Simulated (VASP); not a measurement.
# BaTiO3 (R3m) in VASP: notebook, part 2 of 2

VASP 6.6.1. Earlier steps stand in the parts before.

## 5. Single point, BLYP

Contents of INCAR:

```
SYSTEM = BaTiO3
AGGAC = 1.0
AGGAX = 1.0
ALDAC = 0.0
ALDAX = 1.0
ALGO = Normal
EDIFF = 1E-6
ENCUT = 910
GGA = B5
GGA_COMPAT = .FALSE.
ISIF = 2
ISMEAR = 0
LASPH = .TRUE.
LCHARG = .TRUE.
LELF = .TRUE.
LREAL = .FALSE.
LVHAR = .TRUE.
LWAVE = .FALSE.
NBANDS = 28
NELM = 120
PREC = Accurate
SIGMA = 0.01
```

Contents of KPOINTS:

```
k-points
0
G
  6 6 6
  0 0 0
```

Contents of POSCAR:

```
BaTiO3
1.0
    4.0042000000      0.0000000000      0.0000000000
    0.0113914799      4.0041837963      0.0000000000
    0.0113914799      0.0113591184      4.0041676844
Ba Ti O
1 1 3
Direct
    0.0000000000      0.0000000000      0.0000000000
    0.4845000000      0.4845000000      0.4845000000
    0.5086000000      0.5086000000      0.0175000000
    0.0175000000      0.5086000000      0.5086000000
    0.5086000000      0.0175000000      0.5086000000
```

Potentials or basis: VASP PAW PBE potentials, release 64 (Ba_sv, Ti_sv, O_h).

Run with:

```
$ cat potpaw_PBE.64/Ba_sv/POTCAR potpaw_PBE.64/Ti_sv/POTCAR potpaw_PBE.64/O_h/POTCAR > POTCAR
$ mpirun -np 1 vasp_std > vasp.out
```

OUTCAR:

```text
SYSTEM = BaTiO3
   EDIFF = 1E-6
   ENCUT = 910
   GGA = B5
   ISIF = 2
   ISMEAR = 0
   LASPH = .TRUE.
   LREAL = .FALSE.
   NELM = 120
   PREC = Accurate

 ion  position               nearest neighbor table
   1  0.000  0.000  0.000-   5 2.79   4 2.79   3 2.79   5 2.83   5 2.83   3 2.83   3 2.83   4 2.83
                             4 2.83   5 2.89   4 2.89   3 2.89   2 3.37   2 3.43   2 3.43   2 3.43
   2  0.484  0.484  0.484-   4 1.87   3 1.87   5 1.87   4 2.14   3 2.14   5 2.14   1 3.37   1 3.43
[... 953 lines left out ...]
  -------------------------------------------------------------------------------------
  Total        4.9231846      4.9234809      4.9237746     -0.0520620     -0.0517670     -0.0519145
  in kB      122.8611806    122.8685730    122.8759026     -1.2992399     -1.2918789     -1.2955594
  external PRESSURE =     122.8685521 kB  Pullay stress =       0.0000000 kB

 VOLUME and BASIS-vectors are now :
 -----------------------------------------------------------------------------
  energy-cutoff  :      910.00
  volume of cell :       64.20
      direct lattice vectors                 reciprocal lattice vectors
     4.004200000  0.000000000  0.000000000     0.249737775 -0.000710478 -0.000708465
     0.011391480  4.004183796  0.000000000     0.000000000  0.249738786 -0.000708465
     0.011391480  0.011359118  4.004167684     0.000000000  0.000000000  0.249739791

 POSITION                                       TOTAL-FORCE (eV/Angst)
 -----------------------------------------------------------------------------------
      0.00000      0.00000      0.00000        -0.074775     -0.074563     -0.074351
      1.95107      1.94553      1.94002         0.197435      0.196874      0.196317
      2.04253      2.03673      0.07007         0.054017      0.053863     -0.231002
      0.08166      2.04231      2.03652        -0.230694      0.054673      0.054518
      2.04253      0.07585      2.03652         0.054017     -0.230848      0.054518
 -----------------------------------------------------------------------------------
    total drift:                                0.001480      0.001476      0.001468

  FREE ENERGIE OF THE ION-ELECTRON SYSTEM (eV)
  ---------------------------------------------------
  free  energy   TOTEN  =       -38.0721643255 eV

  energy  without entropy=      -38.0721643255  energy(sigma->0) =      -38.07216433
```

stdout:

```text
POSCAR found type information on POSCAR BaTiO
 POSCAR found :  3 types and       5 ions
 scaLAPACK will be used
 -----------------------------------------------------------------------------
|                                                                             |
|                                                                             |
|     You enforced a specific xc type in the INCAR file but a different       |
|     I HOPE YOU KNOW WHAT YOU ARE DOING!                                     |
|                                                                             |
 -----------------------------------------------------------------------------

 LDA part: xc-table for (Slater(with rela. corr.)+VWN5), standard interpolation
 POSCAR, INCAR and KPOINTS ok, starting setup
 FFT: planning ... GRIDC
 FFT: planning ... GRID_SOFT
 FFT: planning ... GRID
 WAVECAR not read
 entering main loop
```

Wall time 2.8 min (1 thread of Intel Xeon Platinum 8375C at 2.90GHz (Ice Lake), shared host); peak memory 0.33 GiB.

What came out:

```
Free energy            : -38.0722 eV
Pressure               : 12.3 GPa
Largest force          : 0.341 eV/Å
Band gap on the k mesh : 2.41 eV, indirect (least direct gap 2.79 eV)
```

Forces on the atoms (eV/Å):
```
Ba  -0.075 -0.075 -0.074
Ti   0.197  0.197  0.196
O    0.054  0.054 -0.231
O   -0.231  0.055  0.055
O    0.054 -0.231  0.055
```

Caveat: the cutoff is under 1.25 times the usual one of these potentials, so pressure, stress and relaxed cells hold a basis-set (Pulay) error; the PAW data sets were made with another functional, which shifts forces and pressure a little; spin-orbit coupling is left out, which moves the levels of the heavy elements. A k mesh can miss the band edges.

## 6. Single point, PBEsol

Contents of INCAR:

```
PREC = Accurate
ENCUT = 910
EDIFF = 1E-6
ISMEAR = 0
SIGMA = 0.01
LREAL = F
LASPH = T
NELM = 120
ALGO = Normal
ISIF = 2
LWAVE = F
LCHARG = F
GGA = PS
NBANDS = 28
GGA_COMPAT = F
```

Contents of KPOINTS:

```
regular mesh
0
Gamma
  6 6 6
```

POSCAR is that of step 5.

Potentials or basis: VASP PAW PBE potentials, release 64 (Ba_sv, Ti_sv, O_h).

Run with:

```
$ cat potpaw_PBE.64/Ba_sv/POTCAR potpaw_PBE.64/Ti_sv/POTCAR potpaw_PBE.64/O_h/POTCAR > POTCAR
$ mpirun -np 1 vasp_std > vasp.out
```

Wall time 90 s (1 thread of Intel Xeon Platinum 8559C (Emerald Rapids), shared host); peak memory 0.31 GiB.

Results (log left out):

* Free energy: -42.0303 eV
* Pressure: 0.2 GPa
* Largest force: 0.123 eV/Å
* Band gap on the k mesh: 2.34 eV, indirect (least direct gap 2.74 eV)

Forces in eV/Å, atoms in the order of the input:
```
Ba  -0.071 -0.071 -0.071
Ti   0.061  0.061  0.061
O    0.036  0.036 -0.063
O   -0.062  0.037  0.036
O    0.036 -0.062  0.036
```

Stress tensor (GPa, compression positive):
```
 0.21 -0.05 -0.05
-0.05  0.21 -0.05
-0.05 -0.05  0.21
```

Levels at points of the mesh, in eV from the valence-band top:
```tsv
k point	band 18	band 19	band 20	band 21	band 22	band 23
(0.00, 0.00, 0.00)	-0.54	-0.40	-0.40	2.34	2.34	2.49
(0.50, 0.00, 0.00)	-1.66	-0.97	-0.84	2.52	3.79	3.89
(0.50, 0.50, 0.00)	-0.90	-0.85	-0.09	3.86	3.86	4.20
(0.50, 0.50, 0.50)	-0.02	-0.02	0.00	4.34	4.49	4.49
```

Caveat: the cutoff is under 1.25 times the usual one of these potentials, so pressure, stress and relaxed cells hold a basis-set (Pulay) error; the PAW data sets were made with another functional, which shifts forces and pressure a little; spin-orbit coupling is left out, which moves the levels of the heavy elements. A k mesh can miss the band edges.

## 7. Single point, r2SCAN

POSCAR is that of step 6.

Contents of INCAR.step1:

```
SYSTEM = BaTiO3
PREC = Accurate ; ENCUT = 910
ISMEAR = 0 ; SIGMA = 0.01
LREAL = .FALSE. ; LASPH = .TRUE.
NELM = 120 ; NBANDS = 28
GGA = PE ; ALGO = Normal
EDIFF = 1E-5 ; LWAVE = .TRUE.
LCHARG = .FALSE. ; GGA_COMPAT = .FALSE.
```

Contents of INCAR.step2:

```
SYSTEM = BaTiO3
PREC = Accurate ; ENCUT = 910
EDIFF = 1E-6 ; ISMEAR = 0
SIGMA = 0.01 ; LREAL = .FALSE.
LASPH = .TRUE. ; NELM = 120
ALGO = Normal ; ISIF = 2
LWAVE = .FALSE. ; LCHARG = .FALSE.
METAGGA = R2SCAN ; LMIXTAU = .TRUE.
NBANDS = 28 ; ISTART = 1
GGA_COMPAT = .FALSE.
```

Contents of KPOINTS:

```
Automatic mesh
0
G
  6 6 6
  0 0 0
```

Potentials or basis: VASP PAW PBE potentials, release 64 (Ba_sv, Ti_sv, O_h).

Run with:

```
$ cat potpaw_PBE.64/Ba_sv/POTCAR potpaw_PBE.64/Ti_sv/POTCAR potpaw_PBE.64/O_h/POTCAR > POTCAR
$ cp INCAR.step1 INCAR
$ mpirun -np 1 vasp_std > vasp.out
$ cp INCAR.step2 INCAR
$ mpirun -np 1 vasp_std > vasp.out
```

OUTCAR:

```text
SYSTEM = BaTiO3
   PREC = Accurate
   ENCUT = 910
   EDIFF = 1E-6
   ISMEAR = 0
   LREAL = .FALSE.
   LASPH = .TRUE.
   NELM = 120
   ISIF = 2
   METAGGA = R2SCAN
   ISTART = 1

 ion  position               nearest neighbor table
   1  0.000  0.000  0.000-   5 2.79   4 2.79   3 2.79   5 2.83   5 2.83   3 2.83   3 2.83   4 2.83
                             4 2.83   5 2.89   4 2.89   3 2.89   2 3.37   2 3.43   2 3.43   2 3.43
   2  0.484  0.484  0.484-   4 1.87   3 1.87   5 1.87   4 2.14   3 2.14   5 2.14   1 3.37   1 3.43
                             1 3.43   1 3.43   1 3.50   1 3.50   1 3.50   1 3.59
   3  0.509  0.509  0.017-   2 1.87   2 2.14   1 2.79   1 2.83   1 2.83   1 2.89
   4  0.017  0.509  0.509-   2 1.87   2 2.14   1 2.79   1 2.83   1 2.83   1 2.89
   5  0.509  0.017  0.509-   2 1.87   2 2.14   1 2.79   1 2.83   1 2.83   1 2.89

  LATTYP: Found a trigonal (rhomboedric) cell.
 ALAT       =     4.0042000000
 COS(alpha) =     0.0028448828

  Lattice vectors:

 A1 = (   4.0042000000,   0.0000000000,   0.0000000000)
 A2 = (   0.0113914799,   4.0041837963,   0.0000000000)
 A3 = (   0.0113914799,   0.0113591184,   4.0041676844)

Analysis of symmetry for initial positions (statically):
=====================================================================
 Subroutine PRICEL returns:
 Original cell was already a primitive cell.

 Routine SETGRP: Setting up the symmetry group for a
 trigonal (rhombohedral) supercell.

 Subroutine GETGRP returns: Found  6 space group operations
 (whereof  6 operations were pure point group operations)
 out of a pool of 12 trial point group operations.

The static configuration has the point symmetry C_3v.

Analysis of symmetry for dynamics (positions and initial velocities):
=====================================================================
 Subroutine PRICEL returns:
 Original cell was already a primitive cell.

 Routine SETGRP: Setting up the symmetry group for a
 trigonal (rhombohedral) supercell.

 Subroutine GETGRP returns: Found  6 space group operations
[... 125 lines left out ...]
   EFERMI_NEDOS =   21; number of points for ismear=-14 and -15
   IALGO  =     38    algorithm
   IMIX   =      4    mixing-type and parameters
     AMIX     =   0.40;   BMIX     =  1.00
     AMIX_MAG =   1.60;   BMIX_MAG =  1.00
  volume/ion in A,a.u.               =      12.84        86.65
  Fermi-wavevector in a.u.,A,eV,Ry     =   1.398237  2.642285 26.600301  1.955067
  Thomas-Fermi vector in A             =   2.521415
   LORBIT       =      0    0 simple, 1 ext, 2 COOP (PROOUT), +10 PAW based schemes
   METAGGA = R2SCAN    functional components
   LHFCALC =     F    Hartree Fock is set to
   AEXX    =    0.0000 exact exchange contribution
   IVDW    =     0    specifies the selected vdW correction
   LEPSILON=     F    determine dielectric tensor
   LRPA    =     F    only Hartree local field effects (RPA)
 non-spin polarized calculation
 Gauss-broadening in eV      SIGMA  =   0.01
  energy-cutoff  :      910.00
  volume of cell :       64.20
 maximum number of plane-waves:      4020
   NGX = 19   NGY = 19   NGZ = 19

 number of electron      39.9999994 magnetization

 Free energy of the ion-electron system (eV)
  ---------------------------------------------------
  ext. energy  EPLUGINS =         0.00000000
  ---------------------------------------------------
  free energy    TOTEN  =       -74.29069523 eV

  energy without entropy =      -74.29069523  energy(sigma->0) =      -74.29069523

 E-fermi :   3.9656     XC(G=0): -11.8970

 val. band max:        3.8131299988   @ k =   0.5000   0.5000   0.5000
 cond. band min:       6.5986459203   @ k =   0.0000   0.0000   0.0000
 fundamental gap:      2.7855159215
 Fermi energy:         3.9656350668

 k-point     1 :       0.0000    0.0000    0.0000
  band No.  band energies     occupation
      1     -54.6876      2.00000
      2     -29.8916      2.00000
      3     -29.8916      2.00000
      4     -29.8896      2.00000
      5     -21.6458      2.00000
      6     -13.9768      2.00000
[... 733 lines left out ...]
     27      12.6306      0.00000
     28      13.1566      0.00000

 [... further k-points ...]
[... 5 lines left out ...]
  --------------------------------------------------------------------------------------
  -------------------------------------------------------------------------------------
  Total        1.4654822      1.4656098      1.4657364     -0.0224305     -0.0223034     -0.0223669
  in kB       36.5720341     36.5752191     36.5783770     -0.5597667     -0.5565953     -0.5581810
  external PRESSURE =      36.5752100 kB  Pullay stress =       0.0000000 kB

 VOLUME and BASIS-vectors are now :
 -----------------------------------------------------------------------------
  energy-cutoff  :      910.00
  volume of cell :       64.20
      direct lattice vectors                 reciprocal lattice vectors
     4.004200000  0.000000000  0.000000000     0.249737775 -0.000710478 -0.000708465
     0.011391480  4.004183796  0.000000000     0.000000000  0.249738786 -0.000708465
     0.011391480  0.011359118  4.004167684     0.000000000  0.000000000  0.249739791

 POSITION                                       TOTAL-FORCE (eV/Angst)
 -----------------------------------------------------------------------------------
      0.00000      0.00000      0.00000        -0.067089     -0.066899     -0.066709
      1.95107      1.94553      1.94002         0.127435      0.127073      0.126713
      2.04253      2.03673      0.07007         0.021634      0.021572     -0.103737
      0.08166      2.04231      2.03652        -0.103613      0.021929      0.021867
      2.04253      0.07585      2.03652         0.021634     -0.103675      0.021867
 -----------------------------------------------------------------------------------
    total drift:                               -0.000424     -0.000422     -0.000425

  FREE ENERGIE OF THE ION-ELECTRON SYSTEM (eV)
  ---------------------------------------------------
  free  energy   TOTEN  =       -74.2906952301 eV

  energy  without entropy=      -74.2906952301  energy(sigma->0) =      -74.29069523
```

OSZICAR.step1:

```text
N       E                     dE             d eps       ncg     rms          rms(c)
DAV:   1     0.606517098392E+03    0.60652E+03   -0.28847E+04  1792   0.235E+03
DAV:   2     0.638391239300E+02   -0.54268E+03   -0.51698E+03  1880   0.551E+02
DAV:   3    -0.435250068933E+02   -0.10736E+03   -0.10301E+03  2688   0.194E+02
DAV:   4    -0.502523432456E+02   -0.67273E+01   -0.67005E+01  2352   0.484E+01
DAV:   5    -0.505388226493E+02   -0.28648E+00   -0.28625E+00  2828   0.921E+00    0.242E+01
DAV:   6    -0.401034376008E+02    0.10435E+02   -0.54320E+01  2760   0.681E+01    0.101E+01
DAV:   7    -0.401714729145E+02   -0.68035E-01   -0.11236E+01  2488   0.242E+01    0.737E+00
DAV:   8    -0.400149578838E+02    0.15652E+00   -0.69068E-01  2180   0.728E+00    0.398E+00
DAV:   9    -0.400406324154E+02   -0.25675E-01   -0.38555E-01  2720   0.579E+00    0.153E+00
DAV:  10    -0.400240806025E+02    0.16552E-01   -0.16733E-01  2180   0.419E+00    0.756E-01
DAV:  11    -0.400182896888E+02    0.57909E-02   -0.28702E-02  2380   0.104E+00    0.219E-01
DAV:  12    -0.400183828003E+02   -0.93112E-04   -0.51350E-03  2280   0.706E-01    0.153E-01
DAV:  13    -0.400180694197E+02    0.31338E-03   -0.99722E-04  2232   0.346E-01    0.299E-02
DAV:  14    -0.400180757452E+02   -0.63255E-05   -0.87316E-05  2664   0.815E-02
   1 F= -.40018076E+02 E0= -.40018076E+02  d E =-.111013E-64
```

It took 5.3 min on 1 thread of Intel Xeon Platinum 8375C at 2.90GHz (Ice Lake), shared host; peak memory 0.35 GiB.

Results:

| Property | Result |
| --- | --- |
| Free energy | -74.2907 eV |
| Pressure | 3.7 GPa |
| Largest force | 0.220 eV/Å |
| Band gap on the k mesh | 2.79 eV, indirect (least direct gap 3.19 eV) |

Forces on the atoms (eV/Å):
```
Ba  -0.067 -0.067 -0.067
Ti   0.127  0.127  0.127
O    0.022  0.022 -0.104
O   -0.104  0.022  0.022
O    0.022 -0.104  0.022
```

Stress tensor (GPa, compression positive):
```
 3.66 -0.06 -0.06
-0.06  3.66 -0.06
-0.06 -0.06  3.66
```

Levels at points of the mesh, in eV from the valence-band top:
| k point | band 16 | band 17 | band 18 | band 19 | band 20 | band 21 | band 22 | band 23 | band 24 | band 25 |
| --- | --- | --- | --- | --- | --- | --- | --- | --- | --- | --- |
| (0.00, 0.00, 0.00) | -1.33 | -1.09 | -0.52 | -0.41 | -0.41 | 2.79 | 2.79 | 2.91 | 4.81 | 4.81 |
| (0.50, 0.00, 0.00) | -2.09 | -1.68 | -1.62 | -0.97 | -0.86 | 2.95 | 4.18 | 4.28 | 4.78 | 6.58 |
| (0.50, 0.50, 0.00) | -2.70 | -1.67 | -0.91 | -0.86 | -0.09 | 4.25 | 4.25 | 4.61 | 5.44 | 8.30 |
| (0.50, 0.50, 0.50) | -2.40 | -2.36 | -0.02 | -0.02 | 0.00 | 4.73 | 4.89 | 4.89 | 7.27 | 7.27 |

Caveat: the cutoff is under 1.25 times the usual one of these potentials, so pressure, stress and relaxed cells hold a basis-set (Pulay) error; the PAW data sets were made with another functional, which shifts forces and pressure a little; spin-orbit coupling is left out, which moves the levels of the heavy elements. A k mesh can miss the band edges.

## 8. Overview

| level | potentials or basis | cutoff (eV) | second run | gap on the mesh (eV) | pressure (GPa) | largest force (eV/Å) |
| --- | --- | --- | --- | --- | --- | --- |
| BLYP | VASP PAW PBE potentials, release 64 (Ba_sv, Ti_sv, O) | 520 | - | 2.40 | 12.6 | 0.37 |
| PBEsol | VASP PAW PBE potentials, release 64 (Ba_sv, Ti_sv, O) | 520 | - | 2.34 | 0.6 | 0.14 |
| r2SCAN | VASP PAW PBE potentials, release 64 (Ba_sv, Ti_sv, O) | 520 | - | 2.78 | 3.9 | 0.26 |
| BLYP | VASP PAW PBE potentials, release 64 (Ba_sv, Ti_sv, O_h) | 910 | hard_potentials | 2.41 | 12.3 | 0.34 |
| PBEsol | VASP PAW PBE potentials, release 64 (Ba_sv, Ti_sv, O_h) | 910 | hard_potentials | 2.34 | 0.2 | 0.12 |
| r2SCAN | VASP PAW PBE potentials, release 64 (Ba_sv, Ti_sv, O_h) | 910 | hard_potentials | 2.79 | 3.7 | 0.22 |

Alike in all rows: task single point; no spin polarisation; cell as given; k mesh 6 × 6 × 6; smearing gaussian 0.01 eV.

Caveats: the PAW data sets were made with another functional, which shifts forces and pressure a little; spin-orbit coupling is left out, which moves the levels of the heavy elements; the cutoff is under 1.25 times the usual one of these potentials, so pressure, stress and relaxed cells hold a basis-set (Pulay) error (some runs).

Total energies depend on the potentials used, so only differences within one code and one set of settings carry meaning.
